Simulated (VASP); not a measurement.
Wanted: the native input for a VASP 6.6.1 run.

| Quantity | Value |
| --- | --- |
| Task | single point |
| Functional | PBEsol |
| Potentials or basis | VASP PAW PBE potentials, release 64 (Si, Ni) |
| Cutoff | 520 eV |
| k mesh | 8 × 10 × 6 |
| Occupations | fermi-dirac, width 0.15 eV |
| Spin | no spin polarisation |
| Dipole correction | no |
| Further INCAR settings | ALGO = Normal; EDIFF = 1e-07; NBANDS = 38 |

The structure of SiNi lies in POSCAR:

```
SiNi
1.0
    5.1039670113      0.0000000000      0.0000000000
    0.0000000000      3.3475960597      0.0000000000
    0.0000000000      0.0000000000      5.5332438822
Si Ni
4 4
Direct
    0.3212179393      0.7500000000      0.0857690400
    0.1787820607      0.2500000000      0.5857690400
    0.8212179393      0.7500000000      0.4142309600
    0.6787820607      0.2500000000      0.9142309600
    0.0092114513      0.2500000000      0.1874431827
    0.4907885487      0.7500000000      0.6874431827
    0.5092114513      0.2500000000      0.3125568173
    0.9907885487      0.7500000000      0.8125568173
```

One way to write it, as run:

INCAR

```
PREC = Accurate
ENCUT = 520
EDIFF = 1E-7
ISMEAR = -1
SIGMA = 0.15
LREAL = F
LASPH = T
NELM = 60
ALGO = Normal
ISIF = 2
LWAVE = F
LCHARG = T
GGA = PS
LELF = T
LVHAR = T
NBANDS = 38
```

KPOINTS

```
Automatic mesh
0
Gamma
  8 10 6
```

Potentials or basis: VASP PAW PBE potentials, release 64 (Si, Ni).

Run with:

```bash
$ cat potpaw_PBE.64/Si/POTCAR potpaw_PBE.64/Ni/POTCAR > POTCAR
$ mpirun -np 1 vasp_std > vasp.out
```

It gave:

```json
{
 "Pressure": "0.2 GPa",
 "Largest force": "0.013 eV/Å",
 "Band gap on the k mesh": "zero (band 28 reaches 11.76 eV, above the bottom of band 29 at 9.90 eV)"
}
```

Caveat: the PAW data sets were made with another functional, which shifts forces and pressure a little.

Run time: 11 min on 1 thread of Oxide Virtual Turin-like Processor, with other jobs on the host, peak memory 0.4 GiB.
